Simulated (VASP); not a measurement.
# ZrC (Fm-3m) in VASP: notebook

The runs below take ZrC through single point, with revPBE, LDA.

All numbers are computed with VASP 6.6.1; they aren't measurements. Logs are shortened: lines on timing, memory, paths and dates and some standing lists are left out, and cuts for length are marked.

### 1 The cell of the first run

The structure is cubic, space group Fm-3m (No. 225). Conventional cell: a = 4.730 Å, b = 4.730 Å, c = 4.730 Å, α = 90.00°, β = 90.00°, γ = 90.00°. Zr (site symmetry m-3m) has 6 C at 2.37 Å within 3.1 Å. C (site symmetry m-3m) has 6 Zr at 2.37 Å within 3.1 Å.

### 2 Single point, revPBE, collinear spin, ferromagnetic start

The input, INCAR:

```
PREC = Accurate
ENCUT = 520
EDIFF = 1E-6
ISMEAR = 1
SIGMA = 0.005
LREAL = F
LASPH = T
NELM = 150
ALGO = Normal
ISIF = 2
LWAVE = F
LCHARG = T
ISPIN = 2
MAGMOM = 0.5 0
LORBIT = 11
LMAXMIX = 4
GGA = RE
LELF = T
LVHAR = T
NBANDS = 19
```

The input, KPOINTS:

```
regular mesh
0
Gamma
  10 10 10
```

The input, POSCAR:

```
ZrC
1.0
    0.0000000000      2.3650000000      2.3650000000
    2.3650000000      0.0000000000      2.3650000000
    2.3650000000      2.3650000000      0.0000000000
Zr C
1 1
Direct
    0.5000000000      0.5000000000      0.5000000000
    0.0000000000      0.0000000000      0.0000000000
```

Potentials or basis: VASP PAW PBE potentials, release 64 (Zr_sv, C).

The run is started by

```bash
cat potpaw_PBE.64/Zr_sv/POTCAR potpaw_PBE.64/C/POTCAR > POTCAR
mpirun -np 1 vasp_std > vasp.out
```

OUTCAR:

```text
PREC = Accurate
   ENCUT = 520
   EDIFF = 1E-6
   ISMEAR = 1
   LREAL = F
   LASPH = T
   NELM = 150
   ISIF = 2
   ISPIN = 2
   LORBIT = 11
   GGA = RE

 ion  position               nearest neighbor table
   1  0.500  0.500  0.500-   2 2.37   2 2.37   2 2.37   2 2.37   2 2.37   2 2.37
   2  0.000  0.000  0.000-   1 2.37   1 2.37   1 2.37   1 2.37   1 2.37   1 2.37

  LATTYP: Found a face centered cubic cell.
 ALAT       =     4.7300000000

  Lattice vectors:

 A1 = (   0.0000000000,   2.3650000000,   2.3650000000)
 A2 = (   2.3650000000,   0.0000000000,   2.3650000000)
 A3 = (   2.3650000000,   2.3650000000,   0.0000000000)

Analysis of symmetry for initial positions (statically):
=====================================================================
 Subroutine PRICEL returns:
 Original cell was already a primitive cell.

 Routine SETGRP: Setting up the symmetry group for a
 face centered cubic supercell.

 Subroutine GETGRP returns: Found 48 space group operations
 (whereof 48 operations were pure point group operations)
 out of a pool of 48 trial point group operations.

The static configuration has the point symmetry O_h .

Analysis of symmetry for dynamics (positions and initial velocities):
=====================================================================
 Subroutine PRICEL returns:
 Original cell was already a primitive cell.

 Routine SETGRP: Setting up the symmetry group for a
 face centered cubic supercell.

 Subroutine GETGRP returns: Found 48 space group operations
 (whereof 48 operations were pure point group operations)
 out of a pool of 48 trial point group operations.

The dynamic configuration has the point symmetry O_h .

Analysis of structural, dynamic, and magnetic symmetry:
=====================================================================
 Subroutine PRICEL returns:
 Original cell was already a primitive cell.

 Routine SETGRP: Setting up the symmetry group for a
 face centered cubic supercell.

 Subroutine GETGRP returns: Found 48 space group operations
 (whereof 48 operations were pure point group operations)
 out of a pool of 48 trial point group operations.

The overall configuration has the point symmetry O_h .

 Subroutine INISYM returns: Found 48 space group operations
 (whereof 48 operations are pure point group operations),
 and found     1 'primitive' translations

----------------------------------------------------------------------------------------

                                     Primitive cell

  volume of cell :      26.4560

  direct lattice vectors                    reciprocal lattice vectors
     0.000000000  2.365000000  2.365000000    -0.211416490  0.211416490  0.211416490
     2.365000000  0.000000000  2.365000000     0.211416490 -0.211416490  0.211416490
     2.365000000  2.365000000  0.000000000     0.211416490  0.211416490 -0.211416490

  length of vectors
     3.344615075  3.344615075  3.344615075     0.366184103  0.366184103  0.366184103

  position of ions in fractional coordinates (direct lattice)
     0.500000000  0.500000000  0.500000000
     0.000000000  0.000000000  0.000000000

  ion indices of the primitive-cell ions
   primitive index   ion index
                 1           1
                 2           2

----------------------------------------------------------------------------------------

 KPOINTS: regular mesh

Automatic generation of k-mesh.
 Grid dimensions read from file:
 generate k-points for:   10   10   10

 Generating k-lattice:

  Cartesian coordinates                     Fractional coordinates (reciprocal lattice)
    -0.021141649  0.021141649  0.021141649     0.100000000  0.000000000  0.000000000
     0.021141649 -0.021141649  0.021141649     0.000000000  0.100000000  0.000000000
     0.021141649  0.021141649 -0.021141649     0.000000000  0.000000000  0.100000000

  Length of vectors
     0.036618410  0.036618410  0.036618410

  Shift w.r.t. Gamma in fractional coordinates (k-lattice)
     0.000000000  0.000000000  0.000000000

 Subroutine IBZKPT returns following result:
 ===========================================

 Found     47 irreducible k-points:

 Following reciprocal coordinates:
            Coordinates               Weight
  0.000000  0.000000  0.000000      1.000000
  0.100000  0.000000  0.000000      8.000000
  0.200000  0.000000  0.000000      8.000000
  0.300000  0.000000  0.000000      8.000000
  0.400000  0.000000  0.000000      8.000000
  0.500000  0.000000  0.000000      4.000000
[... 16 lines left out ...]
  0.300000  0.300000  0.000000      6.000000
  0.400000  0.300000  0.000000     24.000000
 [... further k-points ...]
   k-points           NKPTS =     47   k-points in BZ     NKDIM =     47   number of bands    NBANDS=     19
   number of dos      NEDOS =    301   number of ions     NIONS =      2
   total plane-waves  NPLWV =  21952
   dimension x,y,z NGX =    28 NGY =   28 NGZ =   28
   dimension x,y,z NGXF=    56 NGYF=   56 NGZF=   56
   ions per type =               1   1
   NGX,Y,Z   is equivalent  to a cutoff of  13.92, 13.92, 13.92 a.u.
   NGXF,Y,Z  is equivalent  to a cutoff of  27.84, 27.84, 27.84 a.u.
 SYSTEM =  unknown system
   PREC   = accura    normal or accurate (medium, high low for compatibility)
   ISTART =      0    job   : 0-new  1-cont  2-samecut
   ICHARG =      2    charge: 1-file 2-atom 10-const
   ISPIN  =      2    spin polarized calculation?
   LNONCOLLINEAR =      F non collinear calculations
   LSORBIT =      F    spin-orbit coupling
   LASPH  =      T    aspherical Exc in radial PAW
   ENCUT  =  520.0 eV  38.22 Ry    6.18 a.u.   6.22  6.22  6.22*2*pi/ulx,y,z
   NELM   =    150;   NELMIN=  2; NELMDL= -5     # of ELM steps
   EDIFF  = 0.1E-05   stopping-criterion for ELM
   LREAL  =      F    real-space projection
   EDIFFG = 0.1E-04   stopping-criterion for IOM
   NSW    =      0    number of steps for IOM
   IBRION =     -1    ionic relax: 0-MD 1-quasi-New 2-CG
   NFREE  =      0    steps in history (QN), initial steepest desc. (CG)
   ISIF   =      2    stress and relaxation
   ISYM   =      2    0-nonsym 1-usesym 2-fastsym
   POTIM  = 0.5000    time-step for ionic-motion
   TEBEG  =    0.0;   TEEND  =   0.0 temperature during run
   PSTRESS=    0.0 pullay stress
   NELECT =      16.0000    total number of electrons
   NUPDOWN=      -1.0000    fix difference up-down
   EMIN   =  10.00;   EMAX   =-10.00  energy-range for DOS
   EFERMI =   0.00;   METHOD = LEGACY
   ISMEAR =     1;   SIGMA  =   0.01  broadening in eV -4-tet -1-fermi 0-gaus
   EFERMI_NEDOS =   21; number of points for ismear=-14 and -15
   IALGO  =     38    algorithm
   IMIX   =      4    mixing-type and parameters
     AMIX     =   0.40;   BMIX     =  1.00
     AMIX_MAG =   1.60;   BMIX_MAG =  1.00
  volume/ion in A,a.u.               =      13.23        89.27
  Fermi-wavevector in a.u.,A,eV,Ry     =   1.384439  2.616209 26.077880  1.916670
  Thomas-Fermi vector in A             =   2.508943
   LORBIT       =     11    0 simple, 1 ext, 2 COOP (PROOUT), +10 PAW based schemes
   GGA     = RE    functional components
   LHFCALC =     F    Hartree Fock is set to
   AEXX    =    0.0000 exact exchange contribution
   IVDW    =     0    specifies the selected vdW correction
   LEPSILON=     F    determine dielectric tensor
   LRPA    =     F    only Hartree local field effects (RPA)
 spin polarized calculation
 Methfessel and Paxton  Order N= 1 SIGMA  =   0.01
  energy-cutoff  :      520.00
  volume of cell :       26.46
 maximum number of plane-waves:       728
 NGX is ok and might be reduce to    28
   NGX = 13   NGY = 13   NGZ = 13

 number of electron      16.0000000 magnetization       0.0001639

 number of electron      16.0000000 magnetization      -0.0000064

 Free energy of the ion-electron system (eV)
  ---------------------------------------------------
  ext. energy  EPLUGINS =         0.00000000
  ---------------------------------------------------
  free energy    TOTEN  =       -18.71645232 eV

  energy without entropy =      -18.71645232  energy(sigma->0) =      -18.71645232

 E-fermi :   9.4594     XC(G=0): -11.9869

 val. band max:        9.4060069806   @ k =   0.1000   0.0000   0.0000
 cond. band min:       9.5069241396   @ k =   0.5000   0.5000   0.0000
 fundamental gap:      0.1009171589
 Fermi energy:         9.4594213465

 spin component 1

 k-point     1 :       0.0000    0.0000    0.0000
  band No.  band energies     occupation
      1     -38.7362      1.00000
      2     -16.4570      1.00000
      3     -16.4570      1.00000
      4     -16.4570      1.00000
      5      -1.8105      1.00000
      6      10.3995      0.00000
[... 11 lines left out ...]
     18      31.5033      0.00000
     19      34.5210      0.00000
[... 485 lines left out ...]
 k-point    24 :       0.4000    0.3000    0.0000
  band No.  band energies     occupation
      1     -38.6373      1.00000
      2     -17.0240      1.00000
      3     -16.6822      1.00000
      4     -16.6580      1.00000
      5      -0.3433      1.00000
      6       6.3025      1.00000
[... 11 lines left out ...]
     18      27.4110      0.00000
     19      31.0147      0.00000

 [... further k-points ...]

 spin component 2

 k-point     1 :       0.0000    0.0000    0.0000
  band No.  band energies     occupation
      1     -38.7362      1.00000
      2     -16.4571      1.00000
      3     -16.4571      1.00000
      4     -16.4571      1.00000
      5      -1.8104      1.00000
      6      10.3995      0.00000
[... 11 lines left out ...]
     18      31.5033      0.00000
     19      34.5210      0.00000
[... 485 lines left out ...]
 k-point    24 :       0.4000    0.3000    0.0000
  band No.  band energies     occupation
      1     -38.6373      1.00000
      2     -17.0240      1.00000
      3     -16.6823      1.00000
      4     -16.6580      1.00000
      5      -0.3433      1.00000
      6       6.3025      1.00000
[... 11 lines left out ...]
     18      27.4110      0.00000
     19      31.0147      0.00000

 [... further k-points ...]
[... 5 lines left out ...]
  --------------------------------------------------------------------------------------
  -------------------------------------------------------------------------------------
  Total       -0.0670771     -0.0670771     -0.0670771      0.0000000     -0.0000000      0.0000000
  in kB       -4.0622035     -4.0622035     -4.0622035      0.0000000     -0.0000000      0.0000000
  external PRESSURE =      -4.0622035 kB  Pullay stress =       0.0000000 kB

 VOLUME and BASIS-vectors are now :
 -----------------------------------------------------------------------------
  energy-cutoff  :      520.00
  volume of cell :       26.46
      direct lattice vectors                 reciprocal lattice vectors
     0.000000000  2.365000000  2.365000000    -0.211416490  0.211416490  0.211416490
     2.365000000  0.000000000  2.365000000     0.211416490 -0.211416490  0.211416490
     2.365000000  2.365000000  0.000000000     0.211416490  0.211416490 -0.211416490

 POSITION                                       TOTAL-FORCE (eV/Angst)
 -----------------------------------------------------------------------------------
      2.36500      2.36500      2.36500         0.000000     -0.000000      0.000000
      0.00000      0.00000      0.00000        -0.000000      0.000000     -0.000000
 -----------------------------------------------------------------------------------
    total drift:                                0.000000      0.000000      0.000000

  FREE ENERGIE OF THE ION-ELECTRON SYSTEM (eV)
  ---------------------------------------------------
  free  energy   TOTEN  =       -18.7164523153 eV

  energy  without entropy=      -18.7164523153  energy(sigma->0) =      -18.71645232

 total charge

# of ion       s       p       d       tot
------------------------------------------
    1        2.170   6.039   1.599   9.809
    2        0.890   1.462   0.000   2.352
--------------------------------------------------
tot          3.060   7.501   1.599  12.160

 magnetization (x)

# of ion       s       p       d       tot
------------------------------------------
    1       -0.000  -0.000   0.000  -0.000
    2        0.000   0.000   0.000   0.000
--------------------------------------------------
tot         -0.000  -0.000   0.000  -0.000
```

It took 34 s on 1 thread of Intel Xeon Platinum 8488C (Sapphire Rapids), shared host; peak memory 0.19 GiB.

Results:

| Item | Value |
| --- | --- |
| Free energy | -18.7165 eV |
| Pressure | -0.4 GPa |
| Band gap on the k mesh | zero (filled and empty bands overlap) |
| Net moment | 0.00 μB per cell |
| Valence electrons inside the program's atomic spheres | Zr 9.81; C 2.35 |

Levels at points of the mesh, in eV from the Fermi level:
Spin up:
| k point | band 6 | band 7 | band 8 | band 9 | band 10 | band 11 |
| --- | --- | --- | --- | --- | --- | --- |
| (0.00, 0.00, 0.00) | 0.94 | 0.94 | 0.94 | 1.11 | 1.11 | 1.11 |
| (0.50, 0.00, 0.00) | -5.21 | -2.86 | -2.86 | 4.42 | 4.42 | 5.24 |
| (0.50, 0.50, 0.00) | -2.09 | -1.68 | 0.05 | 0.05 | 4.35 | 5.54 |
Spin down:
| k point | band 4 | band 5 | band 6 | band 7 | band 8 | band 9 | band 10 | band 11 | band 12 | band 13 |
| --- | --- | --- | --- | --- | --- | --- | --- | --- | --- | --- |
| (0.00, 0.00, 0.00) | -25.92 | -11.27 | 0.94 | 0.94 | 0.94 | 1.11 | 1.11 | 1.11 | 2.76 | 2.76 |
| (0.50, 0.00, 0.00) | -25.99 | -8.31 | -5.21 | -2.86 | -2.86 | 4.42 | 4.42 | 5.24 | 6.45 | 9.93 |
| (0.50, 0.50, 0.00) | -26.18 | -10.10 | -2.09 | -1.68 | 0.05 | 0.05 | 4.35 | 5.54 | 5.54 | 7.74 |

Caveat: the PAW data sets were made with another functional, which shifts forces and pressure a little.

[end of part 1 of 2]
